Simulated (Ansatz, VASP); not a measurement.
# MgZn6: VASP beside Ansatz

```
Mg Zn
1.0
     6.04995    0.00000    0.00000
     0.00000    6.04995    0.00000
     0.00000    0.00000    6.04995
Mg Zn
1 6
Direct
  0.00000 0.00000 0.00000
  0.19467 0.50000 0.50000
  0.50000 0.19467 0.50000
  0.80533 0.50000 0.50000
  0.50000 0.80533 0.50000
  0.50000 0.50000 0.19467
  0.50000 0.50000 0.80533
```

Change from the starting cell: species swapped into the YbB6 type (Pm-3m, No. 221).

Alike in both runs: functional PBE; k mesh 6 × 6 × 6; occupations gaussian, width 0.1 eV; no spin polarisation.

Ansatz relaxed the structure, and its values are those at the end. VASP's run is a single point on that final structure, the one shown.

|  | VASP | Ansatz |
| --- | --- | --- |
| version | VASP 6.6.1 | Ansatz 0.2.0 |
| potentials or method | VASP PAW PBE potentials, release 64 (Mg, Zn), cutoff 520 eV | scalar-relativistic, plane waves, PAW |
| valence electrons in the cell | 74 | 82 |

VASP gave:

* gap on the k mesh at the Fermi level (eV): none
* pressure (GPa): 0.1
* rms of the force components (eV/Å): 0.003

Task: Which values does Ansatz return?

Result: gap on the k mesh at the Fermi level (eV): none; pressure (GPa): 0.0; rms of the force components (eV/Å): 0.003.

A gap of «none» marks a metal or a gap that the smearing closes. VASP's potentials hold 74 valence electrons a cell and Ansatz's 82, so a difference there can come from the potentials and not from the codes.
